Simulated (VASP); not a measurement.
A run of VASP 6.6.1 is set up as follows.

Contents of POSCAR:

```
KF
1.0
    0.0000000000      2.7109365658      2.7109365658
    2.7109365658      0.0000000000      2.7109365658
    2.7109365658      2.7109365658      0.0000000000
K F
1 1
Direct
    0.0000000000      0.0000000000      0.0000000000
    0.5000000000      0.5000000000      0.5000000000
```

The input INCAR.step1:

```
SYSTEM = KF
  PREC = Accurate
  ENCUT = 520
  ISMEAR = 0
  SIGMA = 0.02
  LREAL = .False.
  LASPH = .True.
  NELM = 80
  NBANDS = 15
  GGA = PE
  ALGO = Normal
  EDIFF = 1E-4
  LWAVE = .True.
  LCHARG = .False.
```

The input INCAR.step2:

```
SYSTEM = KF
  PREC = Accurate
  ENCUT = 520
  EDIFF = 1E-6
  ISMEAR = 0
  SIGMA = 0.02
  LREAL = .False.
  LASPH = .True.
  NELM = 80
  ALGO = Normal
  ISIF = 2
  LWAVE = .False.
  LCHARG = .True.
  METAGGA = R2SCAN
  LMIXTAU = .True.
  LELF = .True.
  LVHAR = .True.
  NBANDS = 15
  ISTART = 1
```

KPOINTS

```
Automatic mesh
0
Gamma
  8 8 8
  0 0 0
```

Potentials or basis: VASP PAW PBE potentials, release 64 (K_sv, F).

The run is started by

```bash
$ cat potpaw_PBE.64/K_sv/POTCAR potpaw_PBE.64/F/POTCAR > POTCAR
$ cp INCAR.step1 INCAR
$ mpirun -np 1 vasp_std > vasp.out
$ cp INCAR.step2 INCAR
$ mpirun -np 1 vasp_std > vasp.out
```

(1) What does it give for the band gap on the k mesh?

(2) What does it give for the pressure?

Results:

(1) 6.60 eV, direct.

(2) -1.8 GPa.

Caveat: the PAW data sets were made with another functional, which shifts forces and pressure a little.
